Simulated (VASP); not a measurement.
Input of a VASP 6.6.1 run:

File INCAR:

```
ALGO = Normal
EDIFF = 1E-6
ENCUT = 520
GGA = PE
ISIF = 2
ISMEAR = 0
LASPH = True
LCHARG = False
LREAL = False
LWAVE = False
NBANDS = 23
NELM = 80
PREC = Accurate
SIGMA = 0.2
```

Contents of KPOINTS:

```
k-points
0
Gamma
  4 4 4
```

Contents of POSCAR:

```
BeSe2
1.0
   -2.0943309993      4.5074021375      3.1123470034
    2.0943309993     -4.5074021375      3.1123470034
    2.0943309993      4.5074021375     -3.1123470034
Be Se
2 4
Direct
    0.2500000000      0.2500000000      0.0000000000
    0.7500000000      0.7500000000      0.0000000000
    0.1100990043      0.3176873614      0.4277863656
    0.6100990043      0.1823126386      0.7924116429
    0.3899009957      0.8176873614      0.2075883571
    0.8899009957      0.6823126386      0.5722136344
```

Potentials or basis: VASP PAW PBE potentials, release 64 (Be, Se).

Run with:

```sh
$ cat potpaw_PBE.64/Be/POTCAR potpaw_PBE.64/Se/POTCAR > POTCAR
$ mpirun -np 1 vasp_std > vasp.out
```

Q: Estimate the band gap on the k mesh.

A: 0.67 eV, indirect (least direct gap 1.27 eV).

Q: What does it give for the largest force?

A: 0.040 eV/Å.

Q: Estimate the pressure.

A: 0.3 GPa.

Stress tensor (GPa, compression positive):
```
-0.13  0.00  0.00
 0.00  0.39  0.00
 0.00  0.00  0.77
```

Caveat: the k points lie up to 0.45 Å⁻¹ apart. PBE gaps usually lie below the measured ones, often by a third to a half.
